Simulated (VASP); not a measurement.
Set up this calculation in VASP 6.6.1, as the native input.

```yaml
Task: single point
Functional: PBE
Potentials_or_basis: VASP PAW PBE potentials, release 64 (Cu)
Cutoff: 520 eV
k_mesh: 13 × 13 × 13
Occupations: fermi-dirac, width 0.1 eV
Spin: no spin polarisation
Dipole_correction: no
Further_INCAR_settings: ALGO = Normal; EDIFF = 1e-06; NBANDS = 12
```

The structure of Cu lies in POSCAR:

```
Cu
1.0
    0.0000000000      1.8075000000      1.8075000000
    1.8075000000      0.0000000000      1.8075000000
    1.8075000000      1.8075000000      0.0000000000
Cu
1
Direct
    0.0000000000      0.0000000000      0.0000000000
```

These files were run (other wordings do the same):

INCAR

```
SYSTEM = Cu
PREC     = Accurate       ! precision mode
ENCUT    = 520            ! plane-wave cutoff, eV
EDIFF    = 1E-6           ! SCF threshold, eV
ISMEAR   = -1             ! smearing method
SIGMA    = 0.1            ! smearing width, eV
LREAL    = .False.        ! projectors in reciprocal space
LASPH    = .True.         ! aspherical terms in the spheres
NELM     = 60             ! most SCF steps
ALGO     = Normal         ! electronic algorithm
ISIF     = 2              ! what is computed and relaxed
LWAVE    = .False.        ! write WAVECAR
LCHARG   = .True.         ! write CHGCAR
GGA      = PE             ! functional
LELF     = .True.         ! ELF
LVHAR    = .True.       
NBANDS   = 12             ! bands
```

KPOINTS

```
regular mesh
0
Gamma
  13 13 13
  0 0 0
```

Potentials or basis: VASP PAW PBE potentials, release 64 (Cu).

Run with:

```sh
$ cat potpaw_PBE.64/Cu/POTCAR > POTCAR
$ mpirun -np 1 vasp_std > vasp.out
```

Results of the run:

```json
{
 "Pressure": "2.2 GPa"
}
```

Wall time 17 s on 1 thread of Intel(R) Xeon(R) Platinum 8259CL CPU @ 2.50GHz (Skylake/Cascade Lake) (shared host), peak memory 0.13 GiB.
